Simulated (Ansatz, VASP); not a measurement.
## Two plane-wave programs on Sb3Se

The input INCAR:

```
SYSTEM = Sb3Se
PREC = Accurate
ENCUT = 600
EDIFF = 1E-6
ISMEAR = 0
SIGMA = 0.1
LREAL = .FALSE.
LASPH = .TRUE.
NELM = 60
ALGO = Fast
ISIF = 3
LWAVE = .FALSE.
LCHARG = .FALSE.
GGA = PE
IBRION = 2
NSW = 100
EDIFFG = -0.01
```

Contents of KPOINTS:

```
regular mesh
0
G
  6 6 8
  0 0 0
```

Contents of POSCAR:

```
Sb3Se
1.0
    6.6480972092      0.0000000000      0.0000000000
   -3.3240486046      5.7574210700      0.0000000000
    0.0000000000      0.0000000000      5.4027523640
Sb Se
6 2
Direct
    0.3214143941      0.1607071971      0.7500000000
    0.8392928029      0.1607071971      0.7500000000
    0.8392928029      0.6785856059      0.7500000000
    0.6785856059      0.8392928029      0.2500000000
    0.1607071971      0.8392928029      0.2500000000
    0.1607071971      0.3214143941      0.2500000000
    0.6666666667      0.3333333333      0.2500000000
    0.3333333333      0.6666666667      0.7500000000
```

Input for Ansatz:

```yaml
crystal:
  lattice:
    - [6.6480972092, 0.0, 0.0]
    - [-3.3240486046, 5.75742107, 0.0]
    - [0.0, 0.0, 5.402752364]
  atoms:
    - { symbol: Sb, position: [0.3214143941, 0.1607071971, 0.75] }
    - { symbol: Sb, position: [0.8392928029, 0.1607071971, 0.75] }
    - { symbol: Sb, position: [0.8392928029, 0.6785856059, 0.75] }
    - { symbol: Sb, position: [0.6785856059, 0.8392928029, 0.25] }
    - { symbol: Sb, position: [0.1607071971, 0.8392928029, 0.25] }
    - { symbol: Sb, position: [0.1607071971, 0.3214143941, 0.25] }
    - { symbol: Se, position: [0.6666666667, 0.3333333333, 0.25] }
    - { symbol: Se, position: [0.3333333333, 0.6666666667, 0.75] }
basis:
  ecutwfc: 420
kpoints:
  mp_grid: { grid: [6, 6, 8] }
hamiltonian:
  xc: pbe
scf:
  occupations: { method: gaussian, width: 0.1 }
output:
  forces: true
  stress: true
  eigenvalues: true
  write_density: true
  write_potential: true
  elf: true
  volumetric_format: npy
relax:
  adjacent_minimum: "off"
  f_tol: 0.01
  max_steps: 80
  cell: { stress_tol: 0.05 }
```

Change from the starting cell: species swapped into the DyY3 type (P6_3/mmc, No. 194).

Alike in both runs: task relaxation of cell and atoms; functional PBE; k mesh 6 × 6 × 8; occupations gaussian, width 0.1 eV; no spin polarisation.

|  | VASP | Ansatz |
| --- | --- | --- |
| version | VASP 6.6.1 | Ansatz 0.2.0 |
| potentials or method | VASP PAW PBE potentials, release 64 (Sb, Se), cutoff 600 eV | scalar-relativistic, plane waves, PAW |
| valence electrons in the cell | 42 | 122 |

Ansatz gave:

| Item | Value |
| --- | --- |
| gap on the k mesh at the Fermi level, each at its own relaxed structure (eV) | none |
| relaxed volume (Å³/atom) | 26.73 |
| relaxed length of the cell vector where the two differ most in proportion (Å) | 6.743 |

Task: Which values does VASP return?

Result: gap on the k mesh at the Fermi level, each at its own relaxed structure (eV): none; relaxed volume (Å³/atom): 26.66; relaxed length of the cell vector where the two differ most in proportion (Å): 6.736.

A gap of «none» marks a metal or a gap that the smearing closes. VASP's potentials hold 42 valence electrons a cell and Ansatz's 122, so a difference there can come from the potentials and not from the codes.

Neither program's run includes spin-orbit coupling.
